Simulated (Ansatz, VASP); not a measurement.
**One calculation of Si, two programs**

Contents of INCAR:

```
PREC = Accurate
ENCUT = 520
EDIFF = 1E-6
ISMEAR = 0
SIGMA = 0.15
LREAL = False
LASPH = True
NELM = 100
ALGO = Normal
ISIF = 2
LWAVE = False
LCHARG = False
NBANDS = 26
```

KPOINTS

```
regular mesh
0
Gamma
  10 10 8
```

The input POSCAR:

```
Si
1.0
    4.5521371120     -2.4347064072      0.0000000000
    4.5521371120      2.4347064072      0.0000000000
    0.0000000000      0.0000000000      5.3276483626
Si
8
Direct
    0.5000000000      0.5000000000      0.7705063097
    0.5000000000      0.5000000000      0.2294936903
    1.0000000000      0.0000000000      0.2705063097
    0.0000000000      1.0000000000      0.7294936903
    0.7756134582      0.6664309355      0.5000000000
    0.2262158285      0.2262158285      0.0000000000
    0.2737841715      0.2737841715      0.5000000000
    0.7737841715      0.7737841715      0.0000000000
```

Input for Ansatz:

```yaml
crystal:
  lattice:
    - [4.552137112, -2.4347064072, 0.0]
    - [4.552137112, 2.4347064072, 0.0]
    - [0.0, 0.0, 5.3276483626]
  atoms:
    - { symbol: Si, position: [0.5, 0.5, 0.7705063097] }
    - { symbol: Si, position: [0.5, 0.5, 0.2294936903] }
    - { symbol: Si, position: [1.0, 0.0, 0.2705063097] }
    - { symbol: Si, position: [0.0, 1.0, 0.7294936903] }
    - { symbol: Si, position: [0.7756134582, 0.6664309355, 0.5] }
    - { symbol: Si, position: [0.2262158285, 0.2262158285, 0.0] }
    - { symbol: Si, position: [0.2737841715, 0.2737841715, 0.5] }
    - { symbol: Si, position: [0.7737841715, 0.7737841715, 0.0] }
basis:
  ecutwfc: 420
kpoints:
  mp_grid: { grid: [10, 10, 8] }
hamiltonian:
  xc: lda
scf:
  occupations: { method: gaussian, width: 0.15 }
output:
  forces: true
  stress: true
  eigenvalues: true
```

Alike in both runs: task single point; functional LDA; k mesh 10 × 10 × 8; occupations gaussian, width 0.15 eV; no spin polarisation.

|  | VASP | Ansatz |
| --- | --- | --- |
| version | VASP 6.6.1 | Ansatz 0.2.0 |
| potentials or method | VASP PAW LDA potentials, release 64 (Si), cutoff 520 eV | scalar-relativistic, plane waves, PAW |
| valence electrons in the cell | 32 | 32 |

|  | VASP | Ansatz | Ansatz less VASP |
| --- | --- | --- | --- |
| gap on the k mesh at the Fermi level (eV) | none | none | - |
| pressure (GPa) | 1.3 | 1.2 | -0.08 |
| traceless stress, the component that is largest in VASP (GPa) | 2.83 | 2.82 | -0.011 |
| rms of the force components (eV/Å) | 0.613 | 0.612 | -0.0018 |

LDA's correlation is that of Perdew and Zunger in VASP and of Perdew and Wang (1992) in Ansatz. Atom by atom the forces differ by 0.002 eV/Å (rms over components). A gap of «none» marks a metal or a gap that the smearing closes.
